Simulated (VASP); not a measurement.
# Al3Ni (Pnma) in VASP: further runs

Al3Ni is run at these levels: PBEsol; tasks: single point.

All numbers are computed with VASP 6.6.1; they aren't measurements. Logs are shortened: lines on timing, memory, paths and dates and some standing lists are left out, and cuts for length are marked.

## Step 1: The cell of the first run

Symmetry: Pnma, No. 62, orthorhombic system. Conventional cell: a = 6.559 Å, b = 7.304 Å, c = 4.771 Å, α = 90.00°, β = 90.00°, γ = 90.00°. Al (site symmetry m) has 3 Ni at 2.43 to 2.68 Å and 10 Al at 2.77 to 3.17 Å within 3.2 Å. Within 3.2 Å of Al (site symmetry 1) lie 3 Ni at 2.43 to 2.46 Å and 9 Al at 2.72 to 3.17 Å. Ni (site symmetry m) has 9 Al at 2.43 to 2.68 Å within 3.2 Å.

## Step 2: Single point, PBEsol

File INCAR:

```
PREC     = Accurate       # precision mode
ENCUT    = 520            # plane-wave cutoff, eV
EDIFF    = 1E-6           # SCF threshold, eV
ISMEAR   = 0              # smearing method
SIGMA    = 0.1            # smearing width, eV
LREAL    = Auto         
LASPH    = T              # aspherical terms in the spheres
NELM     = 80             # most SCF steps
ALGO     = Fast           # electronic algorithm
ISIF     = 2              # what is computed and relaxed
LWAVE    = F              # write WAVECAR
LCHARG   = F              # write CHGCAR
GGA      = PS             # functional
NBANDS   = 52             # bands
```

File KPOINTS:

```
Automatic mesh
0
Gamma
  6 6 8
```

File POSCAR:

```
Al3Ni
1.0
    6.5589051800      0.0000000000      0.0000000000
    0.0000000000      7.3043382700      0.0000000000
    0.0000000000      0.0000000000      4.7705713600
Al Ni
12 4
Direct
    0.0103841300      0.2500000000      0.9157124800
    0.1713207600      0.4438987300      0.3638037400
    0.1713207600      0.0561012700      0.3638037400
    0.3286792400      0.5561012700      0.8638037400
    0.6713207600      0.4438987300      0.1361962600
    0.8286792400      0.9438987300      0.6361962600
    0.6713207600      0.0561012700      0.1361962600
    0.8286792400      0.5561012700      0.6361962600
    0.3286792400      0.9438987300      0.8638037400
    0.5103841300      0.2500000000      0.5842875200
    0.9896158700      0.7500000000      0.0842875200
    0.4896158700      0.7500000000      0.4157124800
    0.8710788400      0.2500000000      0.4442840400
    0.3710788400      0.2500000000      0.0557159600
    0.1289211600      0.7500000000      0.5557159600
    0.6289211600      0.7500000000      0.9442840400
```

Potentials or basis: VASP PAW PBE potentials, release 64 (Al, Ni).

Command:

```bash
$ cat potpaw_PBE.64/Al/POTCAR potpaw_PBE.64/Ni/POTCAR > POTCAR
$ mpirun -np 1 vasp_std > vasp.out
```

OUTCAR:

```text
PREC = Accurate
   ENCUT = 520
   EDIFF = 1E-6
   ISMEAR = 0
   LREAL = Auto
   LASPH = T
   NELM = 80
   ISIF = 2
   GGA = PS

 ion  position               nearest neighbor table
   1  0.010  0.250  0.916-  13 2.43  14 2.46  13 2.68   2 2.77   3 2.77   5 2.84   7 2.84   6 2.86
                             8 2.86   4 3.07   9 3.07   2 3.17   3 3.17
   2  0.171  0.444  0.364-  14 2.43  15 2.43  13 2.46   8 2.72   4 2.73   4 2.73   1 2.77   3 2.83
                            10 2.84  11 2.86  12 3.07   1 3.17
   3  0.171  0.056  0.364-  14 2.43  15 2.43  13 2.46   6 2.72   9 2.73   9 2.73   1 2.77   2 2.83
                            10 2.84  11 2.86  12 3.07   1 3.17
   4  0.329  0.556  0.864-  15 2.43  14 2.43  16 2.46   5 2.72   2 2.73   2 2.73  12 2.77   9 2.83
                            11 2.84  10 2.86   1 3.07  12 3.17
   5  0.671  0.444  0.136-  13 2.43  16 2.43  14 2.46   4 2.72   8 2.73   8 2.73  10 2.77   7 2.83
                             1 2.84  12 2.86  11 3.07  10 3.17
   6  0.829  0.944  0.636-  16 2.43  13 2.43  15 2.46   3 2.72   7 2.73   7 2.73  11 2.77   8 2.83
                            12 2.84   1 2.86  10 3.07  11 3.17
   7  0.671  0.056  0.136-  13 2.43  16 2.43  14 2.46   9 2.72   6 2.73   6 2.73  10 2.77   5 2.83
                             1 2.84  12 2.86  11 3.07  10 3.17
   8  0.829  0.556  0.636-  16 2.43  13 2.43  15 2.46   2 2.72   5 2.73   5 2.73  11 2.77   6 2.83
                            12 2.84   1 2.86  10 3.07  11 3.17
   9  0.329  0.944  0.864-  15 2.43  14 2.43  16 2.46   7 2.72   3 2.73   3 2.73  12 2.77   4 2.83
                            11 2.84  10 2.86   1 3.07  12 3.17
  10  0.510  0.250  0.584-  14 2.43  13 2.46  14 2.68   7 2.77   5 2.77   3 2.84   2 2.84   9 2.86
                             4 2.86   6 3.07   8 3.07   7 3.17   5 3.17
  11  0.990  0.750  0.084-  15 2.43  16 2.46  15 2.68   8 2.77   6 2.77   9 2.84   4 2.84   3 2.86
                             2 2.86   7 3.07   5 3.07   8 3.17   6 3.17
  12  0.490  0.750  0.416-  16 2.43  15 2.46  16 2.68   4 2.77   9 2.77   8 2.84   6 2.84   5 2.86
                             7 2.86   2 3.07   3 3.07   4 3.17   9 3.17
  13  0.871  0.250  0.444-   5 2.43   7 2.43   1 2.43   6 2.43   8 2.43   2 2.46   3 2.46  10 2.46
                             1 2.68
  14  0.371  0.250  0.056-   2 2.43   3 2.43  10 2.43   9 2.43   4 2.43   5 2.46   7 2.46   1 2.46
                            10 2.68
  15  0.129  0.750  0.556-   4 2.43   9 2.43  11 2.43   3 2.43   2 2.43   6 2.46   8 2.46  12 2.46
                            11 2.68
  16  0.629  0.750  0.944-   6 2.43   8 2.43  12 2.43   5 2.43   7 2.43   9 2.46   4 2.46  11 2.46
                            12 2.68

  LATTYP: Found a simple orthorhombic cell.
 ALAT       =     4.7705713600
 B/A-ratio  =     1.3748678481
 C/A-ratio  =     1.5311244123

  Lattice vectors:

 A1 = (   0.0000000000,   0.0000000000,   4.7705713600)
 A2 = (   6.5589051800,   0.0000000000,   0.0000000000)
 A3 = (   0.0000000000,   7.3043382700,   0.0000000000)

Analysis of symmetry for initial positions (statically):
=====================================================================
 Subroutine PRICEL returns:
 Original cell was already a primitive cell.
[... 172 lines left out ...]
     AMIX_MAG =   1.60;   BMIX_MAG =  1.00
  volume/ion in A,a.u.               =      14.28        96.40
  Fermi-wavevector in a.u.,A,eV,Ry     =   1.134188  2.143305 17.502304  1.286383
  Thomas-Fermi vector in A             =   2.270892
   LORBIT       =      0    0 simple, 1 ext, 2 COOP (PROOUT), +10 PAW based schemes
   GGA     = PS    functional components
   LHFCALC =     F    Hartree Fock is set to
   AEXX    =    0.0000 exact exchange contribution
   IVDW    =     0    specifies the selected vdW correction
   LEPSILON=     F    determine dielectric tensor
   LRPA    =     F    only Hartree local field effects (RPA)
 non-spin polarized calculation
 RMM-DIIS sequential band-by-band and
 Gauss-broadening in eV      SIGMA  =   0.10
  energy-cutoff  :      520.00
  volume of cell :      228.55
 maximum number of plane-waves:      6184
 NGX is ok and might be reduce to    50
   NGX = 25   NGY = 27   NGZ = 17

 number of electron      75.9999951 magnetization

 Free energy of the ion-electron system (eV)
  ---------------------------------------------------
  ext. energy  EPLUGINS =         0.00000000
  ---------------------------------------------------
  free energy    TOTEN  =       -80.32576541 eV

  energy without entropy =      -80.30492021  energy(sigma->0) =      -80.31534281

 E-fermi :   8.6645     XC(G=0): -11.0086

 val. band max:        8.6492196700   @ k =   0.1667   0.1667   0.1250
 cond. band min:       8.6678544965   @ k =   0.5000   0.0000   0.1250
 fundamental gap:      0.0186348265
 Fermi energy:         8.6645256583

 k-point     1 :       0.0000    0.0000    0.0000
  band No.  band energies     occupation
      1      -2.3911      2.00000
      2       0.3031      2.00000
      3       0.3878      2.00000
      4       0.9049      2.00000
      5       1.0460      2.00000
      6       3.1762      2.00000
[... 1261 lines left out ...]
     49      12.2284      0.00000
     50      12.2288      0.00000

 [... further k-points ...]

 [bands above 50 left out]

------------------------ aborting loop because EDIFF is reached ----------------------------------------

  FORCE on cell =-STRESS in cart. coord.  units (eV):
  Direction    XX          YY          ZZ          XY          YZ          ZX
  --------------------------------------------------------------------------------------
  -------------------------------------------------------------------------------------
  Total        1.3685941      0.9194458      0.5854125      0.0000000      0.0000000     -0.0000000
  in kB        9.5940644      6.4454625      4.1038352      0.0000000      0.0000000     -0.0000000
  external PRESSURE =       6.7144540 kB  Pullay stress =       0.0000000 kB

 VOLUME and BASIS-vectors are now :
 -----------------------------------------------------------------------------
  energy-cutoff  :      520.00
  volume of cell :      228.55
      direct lattice vectors                 reciprocal lattice vectors
     6.558905180  0.000000000  0.000000000     0.152464470  0.000000000  0.000000000
     0.000000000  7.304338270  0.000000000     0.000000000  0.136904941  0.000000000
     0.000000000  0.000000000  4.770571360     0.000000000  0.000000000  0.209618497

 POSITION                                       TOTAL-FORCE (eV/Angst)
 -----------------------------------------------------------------------------------
      0.06811      1.82608      4.36847        -0.031991     -0.000000     -0.052838
      1.12368      3.24239      1.73555        -0.003883      0.016880      0.026455
      1.12368      0.40978      1.73555        -0.003883     -0.016880      0.026455
      2.15578      4.06195      4.12084         0.003883     -0.016880      0.026455
      4.40313      3.24239      0.64973        -0.003883      0.016880     -0.026455
      5.43523      6.89456      3.03502         0.003883      0.016880     -0.026455
[... 8 lines left out ...]
      0.84558      5.47825      2.65108        -0.010738     -0.000000      0.022306
      4.12503      5.47825      4.50477        -0.010738      0.000000     -0.022306
 -----------------------------------------------------------------------------------
    total drift:                                0.000000      0.000000      0.000000

  FREE ENERGIE OF THE ION-ELECTRON SYSTEM (eV)
  ---------------------------------------------------
  free  energy   TOTEN  =       -80.3257654087 eV

  energy  without entropy=      -80.3049202078  energy(sigma->0) =      -80.31534281
```

OSZICAR:

```text
N       E                     dE             d eps       ncg     rms          rms(c)
DAV:   1     0.408457002330E+03    0.40846E+03   -0.29404E+04  8320   0.140E+03
DAV:   2    -0.515130663630E+02   -0.45997E+03   -0.43956E+03  8332   0.312E+02
DAV:   3    -0.870951798395E+02   -0.35582E+02   -0.33357E+02  9796   0.100E+02
[... 15 lines left out ...]
RMM:  19    -0.803257919289E+02    0.16223E-04   -0.77578E-06  8282   0.165E-02    0.500E-02
RMM:  20    -0.803257745640E+02    0.17365E-04   -0.18454E-05  9936   0.175E-02    0.297E-02
RMM:  21    -0.803257703761E+02    0.41879E-05   -0.34330E-06  7562   0.858E-03    0.218E-02
RMM:  22    -0.803257658482E+02    0.45279E-05   -0.90667E-06  8250   0.129E-02    0.695E-03
RMM:  23    -0.803257654087E+02    0.43958E-06   -0.17711E-06  5335   0.641E-03
   1 F= -.80325765E+02 E0= -.80315343E+02  d E =-.208452E-01
```

stdout:

```text
POSCAR found type information on POSCAR AlNi
 POSCAR found :  2 types and      16 ions
 scaLAPACK will be used
 -----------------------------------------------------------------------------
|                                                                             |
|                                                                             |
|     You enforced a specific xc type in the INCAR file but a different       |
|     I HOPE YOU KNOW WHAT YOU ARE DOING!                                     |
|                                                                             |
 -----------------------------------------------------------------------------

 LDA part: xc-table for (Slater+PW92), standard interpolation
 POSCAR, INCAR and KPOINTS ok, starting setup
 FFT: planning ... GRIDC
 FFT: planning ... GRID_SOFT
 FFT: planning ... GRID
 WAVECAR not read
 entering main loop
```

Wall time 38 min (1 thread of Oxide Virtual Turin-like, shared host); peak memory 0.64 GiB.

Results:

```
Free energy            : -80.3258 eV
Pressure               : 0.7 GPa
Largest force          : 0.062 eV/Å
Band gap on the k mesh : zero (bands 38 and 39 overlap by 1.92 eV)
```

Forces in eV/Å, atoms in the order of the input:
```
Al  -0.032  0.000 -0.053
Al  -0.004  0.017  0.026
Al  -0.004 -0.017  0.026
Al   0.004 -0.017  0.026
Al  -0.004  0.017 -0.026
Al   0.004  0.017 -0.026
Al  -0.004 -0.017 -0.026
Al   0.004 -0.017 -0.026
Al   0.004  0.017  0.026
Al  -0.032  0.000  0.053
Al   0.032  0.000  0.053
Al   0.032  0.000 -0.053
Ni   0.011  0.000 -0.022
Ni   0.011  0.000  0.022
Ni  -0.011  0.000  0.022
Ni  -0.011  0.000 -0.022
```

Levels at points of the mesh, in eV from the Fermi level:
| k point | band 35 | band 36 | band 37 | band 38 | band 39 | band 40 | band 41 | band 42 |
| --- | --- | --- | --- | --- | --- | --- | --- | --- |
| (0.00, 0.00, 0.00) | -0.74 | -0.72 | -0.56 | -0.47 | -0.31 | 0.43 | 1.69 | 1.73 |
| (0.50, 0.00, 0.00) | -0.73 | -0.73 | -0.45 | -0.45 | -0.07 | -0.07 | 0.62 | 0.62 |
| (0.00, 0.50, 0.00) | -0.67 | -0.67 | -0.60 | -0.60 | 0.52 | 0.52 | 0.65 | 0.65 |
| (0.50, 0.50, 0.00) | -1.35 | -1.35 | -0.90 | -0.90 | -0.90 | -0.90 | 2.36 | 2.36 |
| (0.00, 0.00, 0.50) | -1.45 | -1.45 | -1.03 | -1.03 | 1.45 | 1.45 | 2.69 | 2.69 |
| (0.50, 0.00, 0.50) | -0.28 | -0.28 | 1.02 | 1.02 | 1.09 | 1.09 | 1.43 | 1.43 |
| (0.00, 0.50, 0.50) | -1.41 | -1.41 | 0.16 | 0.16 | 0.62 | 0.62 | 1.23 | 1.23 |
| (0.50, 0.50, 0.50) | -1.32 | -1.32 | -0.52 | -0.52 | -0.52 | -0.52 | 0.93 | 0.93 |

Caveat: the PAW data sets were made with another functional, which shifts forces and pressure a little. Spin polarisation is off, so any magnetic state and its effect on volume and gap are missing.

## Step 3: Single point, PBEsol

File INCAR:

```
SYSTEM = Al3Ni
ALGO = Fast
EDIFF = 1E-7
ENCUT = 520
GGA = PS
ISIF = 2
ISMEAR = 0
LASPH = .True.
LCHARG = .True.
LELF = .True.
LREAL = Auto
LVHAR = .True.
LWAVE = .False.
NBANDS = 52
NELM = 60
PREC = Accurate
SIGMA = 0.1
```

File KPOINTS:

```
k-points
0
Gamma
  6 6 8
  0 0 0
```

File POSCAR:

```
Al3Ni
1.0
    6.5589051800      0.0000000000      0.0000000000
    0.0000000000      7.3043382700      0.0000000000
    0.0000000000      0.0000000000      4.7705713600
Al Ni
12 4
Direct
    0.0098623213      0.2500000000      0.9144017821
    0.1713377695      0.4439475831      0.3652548489
    0.1713377695      0.0560524169      0.3652548489
    0.3286622305      0.5560524169      0.8652548489
    0.6713377695      0.4439475831      0.1347451511
    0.8286622305      0.9439475831      0.6347451511
    0.6713377695      0.0560524169      0.1347451511
    0.8286622305      0.5560524169      0.6347451511
    0.3286622305      0.9439475831      0.8652548489
    0.5098623213      0.2500000000      0.5855982179
    0.9901376787      0.7500000000      0.0855982179
    0.4901376787      0.7500000000      0.4144017821
    0.8707309240      0.2500000000      0.4430024961
    0.3707309240      0.2500000000      0.0569975039
    0.1292690760      0.7500000000      0.5569975039
    0.6292690760      0.7500000000      0.9430024961
```

Potentials or basis: VASP PAW PBE potentials, release 64 (Al, Ni).

Command:

```bash
$ cat potpaw_PBE.64/Al/POTCAR potpaw_PBE.64/Ni/POTCAR > POTCAR
$ mpirun -np 1 vasp_std > vasp.out
```

OUTCAR:

```text
SYSTEM = Al3Ni
   EDIFF = 1E-7
   ENCUT = 520
   GGA = PS
   ISIF = 2
   ISMEAR = 0
   LASPH = .True.
   LREAL = Auto
   NELM = 60
   PREC = Accurate

 ion  position               nearest neighbor table
   1  0.010  0.250  0.914-  13 2.43  14 2.46  13 2.68   2 2.78   3 2.78   5 2.84   7 2.84   6 2.86
                             8 2.86   4 3.07   9 3.07   2 3.16   3 3.16
   2  0.171  0.444  0.365-  14 2.42  15 2.43  13 2.46   8 2.72   4 2.72   4 2.72   1 2.78   3 2.83
                            10 2.84  11 2.86  12 3.07   1 3.16
   3  0.171  0.056  0.365-  14 2.42  15 2.43  13 2.46   6 2.72   9 2.72   9 2.72   1 2.78   2 2.83
                            10 2.84  11 2.86  12 3.07   1 3.16
   4  0.329  0.556  0.865-  15 2.42  14 2.43  16 2.46   5 2.72   2 2.72   2 2.72  12 2.78   9 2.83
                            11 2.84  10 2.86   1 3.07  12 3.16
   5  0.671  0.444  0.135-  13 2.42  16 2.43  14 2.46   4 2.72   8 2.72   8 2.72  10 2.78   7 2.83
                             1 2.84  12 2.86  11 3.07  10 3.16
   6  0.829  0.944  0.635-  16 2.42  13 2.43  15 2.46   3 2.72   7 2.72   7 2.72  11 2.78   8 2.83
                            12 2.84   1 2.86  10 3.07  11 3.16
   7  0.671  0.056  0.135-  13 2.42  16 2.43  14 2.46   9 2.72   6 2.72   6 2.72  10 2.78   5 2.83
                             1 2.84  12 2.86  11 3.07  10 3.16
[... 1513 lines left out ...]
     50      12.2257      0.00000

 [... further k-points ...]

 [bands above 50 left out]

------------------------ aborting loop because EDIFF is reached ----------------------------------------

  FORCE on cell =-STRESS in cart. coord.  units (eV):
  Direction    XX          YY          ZZ          XY          YZ          ZX
  --------------------------------------------------------------------------------------
  -------------------------------------------------------------------------------------
  Total        1.3873741      1.0489275      0.4790477      0.0000000      0.0000000      0.0000000
  in kB        9.7257147      7.3531501      3.3582010      0.0000000      0.0000000      0.0000000
  external PRESSURE =       6.8123553 kB  Pullay stress =       0.0000000 kB

 VOLUME and BASIS-vectors are now :
 -----------------------------------------------------------------------------
  energy-cutoff  :      520.00
  volume of cell :      228.55
      direct lattice vectors                 reciprocal lattice vectors
     6.558905180  0.000000000  0.000000000     0.152464470  0.000000000  0.000000000
     0.000000000  7.304338270  0.000000000     0.000000000  0.136904941  0.000000000
     0.000000000  0.000000000  4.770571360     0.000000000  0.000000000  0.209618497

 POSITION                                       TOTAL-FORCE (eV/Angst)
 -----------------------------------------------------------------------------------
      0.06469      1.82608      4.36222        -0.003936      0.000000     -0.008894
      1.12379      3.24274      1.74247         0.004327      0.002469      0.000011
      1.12379      0.40943      1.74247         0.004327     -0.002469      0.000011
      2.15566      4.06159      4.12776        -0.004327     -0.002469      0.000011
      4.40324      3.24274      0.64281         0.004327      0.002469     -0.000011
      5.43512      6.89491      3.02810        -0.004327      0.002469     -0.000011
[... 8 lines left out ...]
      0.84786      5.47825      2.65720        -0.001504      0.000000      0.011143
      4.12732      5.47825      4.49866        -0.001504      0.000000     -0.011143
 -----------------------------------------------------------------------------------
    total drift:                                0.000000      0.000000     -0.000000

  FREE ENERGIE OF THE ION-ELECTRON SYSTEM (eV)
  ---------------------------------------------------
  free  energy   TOTEN  =       -80.3278731490 eV

  energy  without entropy=      -80.3069350283  energy(sigma->0) =      -80.31740409
```

OSZICAR:

```text
N       E                     dE             d eps       ncg     rms          rms(c)
DAV:   1     0.408433390544E+03    0.40843E+03   -0.29403E+04  8320   0.140E+03
DAV:   2    -0.515153023402E+02   -0.45995E+03   -0.43961E+03  8332   0.312E+02
DAV:   3    -0.870749348158E+02   -0.35560E+02   -0.33338E+02  9784   0.100E+02
[... 16 lines left out ...]
RMM:  20    -0.803278816727E+02    0.18153E-04   -0.20793E-05 10705   0.187E-02    0.286E-02
RMM:  21    -0.803278779693E+02    0.37034E-05   -0.29657E-06  9348   0.807E-03    0.216E-02
RMM:  22    -0.803278736508E+02    0.43185E-05   -0.90676E-06 11284   0.135E-02    0.650E-03
RMM:  23    -0.803278732042E+02    0.44665E-06   -0.93463E-07  9245   0.488E-03    0.254E-03
RMM:  24    -0.803278731490E+02    0.55155E-07   -0.34908E-07  6856   0.215E-03
   1 F= -.80327873E+02 E0= -.80317404E+02  d E =-.209381E-01
```

It took 46 min on 1 thread of Oxide Virtual Turin-like, shared host; peak memory 0.64 GiB.

Results:

- Free energy: -80.3279 eV
- Pressure: 0.7 GPa
- Largest force: 0.011 eV/Å
- Band gap on the k mesh: zero (bands 38 and 39 overlap by 1.91 eV)

Forces on the atoms (eV/Å):
```
Al  -0.004  0.000 -0.009
Al   0.004  0.002  0.000
Al   0.004 -0.002  0.000
Al  -0.004 -0.002  0.000
Al   0.004  0.002  0.000
Al  -0.004  0.002  0.000
Al   0.004 -0.002  0.000
Al  -0.004 -0.002  0.000
Al  -0.004  0.002  0.000
Al  -0.004  0.000  0.009
Al   0.004  0.000  0.009
Al   0.004  0.000 -0.009
Ni   0.002  0.000 -0.011
Ni   0.002  0.000  0.011
Ni  -0.002  0.000  0.011
Ni  -0.002  0.000 -0.011
```

Caveat: the PAW data sets were made with another functional, which shifts forces and pressure a little.

The gap in the log of VASP goes by the Fermi energy; the results here count the filled bands.